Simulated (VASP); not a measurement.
The system is SiF.

```
Si F
1.0
     3.02860    0.00000    0.00000
     0.00000    3.02860    0.00000
     0.00000    0.00000    3.02860
Si F
1 1
Direct
  0.50000 0.50000 0.50000
  0.00000 0.00000 0.00000
```

| Quantity | Value |
| --- | --- |
| Program | VASP 6.6.1 |
| Task | relaxation of cell and atoms |
| Functional | B3LYP |
| Potentials or basis | VASP PAW PBE potentials, release 64 (Si, F) |
| Cutoff | 600 eV |
| k mesh | 5 × 5 × 5 |
| Occupations | fermi-dirac, width 0.05 eV |
| Spin | no spin polarisation |

At the start: pressure 3.0 GPa; volume 13.89 Å³/atom.

Where does the relaxation end?

Over 3 steps the energy falls by 5.2 meV/atom and the volume is 14.46 Å³/atom (+4.1 %); space group Pm-3m (No. 221, to 0.1 Å) before and after.

The path:
```
step  energy change (eV)  largest force (eV/Å)  pressure (GPa)  volume (Å³)
   1              0.0000                0.0000            2.97        27.78
   2             -0.0103                0.0000            0.22        28.83
   3             -0.0104                0.0000            0.00        28.92
```

Final structure:
```cif
data_structure
_symmetry_space_group_name_H-M 'P 1'
_symmetry_Int_Tables_number 1
_cell_length_a 3.0695
_cell_length_b 3.0695
_cell_length_c 3.0695
_cell_angle_alpha 90.000
_cell_angle_beta 90.000
_cell_angle_gamma 90.000
_cell_volume 28.92
loop_
_atom_site_label
_atom_site_type_symbol
_atom_site_fract_x
_atom_site_fract_y
_atom_site_fract_z
_atom_site_occupancy
Si1 Si 0.50000 0.50000 0.50000 1
F1 F 0.00000 0.00000 0.00000 1
```

Caveat: the k points lie up to 0.41 Å⁻¹ apart in the final cell, too coarse for converged energies and pressures of a metal; the PAW data sets were made with another functional, which shifts forces and pressure a little; an odd number of electrons without spin polarisation forces a metal; a magnetic or distorted state may lie lower.
